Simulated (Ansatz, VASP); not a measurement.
# Na in VASP and in Ansatz

```
Na
1.0
     3.76404    0.00000    0.00000
    -1.88202    3.25976    0.00000
     0.00000    0.00000    6.14668
Na
2
Cartesian
  0.0000 2.1732 1.5367
  1.8820 1.0866 4.6100
```

Alike in both runs: task single point; functional r2SCAN; k mesh 11 × 11 × 6; occupations fermi-dirac, width 0.1 eV; no spin polarisation.

|  | VASP | Ansatz |
| --- | --- | --- |
| version | VASP 6.6.1 | Ansatz 0.2.0 |
| potentials or method | VASP PAW PBE potentials, release 64 (Na_pv), cutoff 520 eV | plane waves (500 eV) with PAW, scalar-relativistic |
| valence electrons in the cell | 14 | 18 |

```tsv
	VASP	Ansatz	Ansatz less VASP
pressure (GPa)	0.1	0.0	-0.03
traceless stress, the component that is largest in VASP (GPa)	0.10	0.11	+0.012
```

VASP's potentials were made for PBE, not for r2SCAN. VASP's potentials hold 14 valence electrons a cell and Ansatz's 18, so a difference there can come from the potentials and not from the codes.
